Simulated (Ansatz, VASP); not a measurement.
## Two plane-wave programs on KCl

Contents of INCAR:

```
SYSTEM = KCl
  PREC = Accurate
  ENCUT = 500
  EDIFF = 1E-6
  ISMEAR = 0
  SIGMA = 0.05
  LREAL = .FALSE.
  LASPH = .TRUE.
  NELM = 120
  ALGO = Normal
  ISIF = 2
  LWAVE = .FALSE.
  LCHARG = .TRUE.
  GGA = PS
  LELF = .TRUE.
  LVHAR = .TRUE.
  NBANDS = 15
  GGA_COMPAT = .FALSE.
```

Contents of KPOINTS:

```
Automatic mesh
0
G
  8 8 8
  0 0 0
```

The input POSCAR:

```
KCl
1.0
    0.0000000000      3.1422691005      3.1422691005
    3.1422691005      0.0000000000      3.1422691005
    3.1422691005      3.1422691005      0.0000000000
K Cl
1 1
Direct
    0.0000000000      0.0000000000      0.0000000000
    0.5000000000      0.5000000000      0.5000000000
```

Input for Ansatz:

```yaml
crystal:
  lattice:
    - [0.0, 3.1422691005, 3.1422691005]
    - [3.1422691005, 0.0, 3.1422691005]
    - [3.1422691005, 3.1422691005, 0.0]
  atoms:
    - { symbol: K, position: [0.0, 0.0, 0.0] }
    - { symbol: Cl, position: [0.5, 0.5, 0.5] }
basis:
  ecutwfc: 420
  ecutrho_ratio: 4
kpoints:
  mp_grid: { grid: [8, 8, 8] }
hamiltonian:
  xc: pbesol
scf:
  occupations: { method: gaussian, width: 0.05 }
output:
  forces: true
  stress: true
  eigenvalues: true
```

Alike in both runs: task single point; functional PBEsol; k mesh 8 × 8 × 8; occupations gaussian, width 0.05 eV; no spin polarisation.

|  | VASP | Ansatz |
| --- | --- | --- |
| version | VASP 6.6.1 | Ansatz 0.2.0 |
| potentials or method | VASP PAW PBE potentials, release 64 (K_sv, Cl), cutoff 500 eV | scalar-relativistic, plane waves, PAW |
| valence electrons in the cell | 16 | 16 |

```csv
,VASP,Ansatz,Ansatz less VASP
gap on the k mesh at the Fermi level (eV),5.03,5.04,+0.004
least direct gap on the mesh (eV),5.03,5.04,+0.004
pressure (GPa),-0.3,-0.3,-0.03
```

VASP's potentials were made for PBE, not for PBEsol. The functional is the same, so the differences come from potentials, cutoffs and numerics.
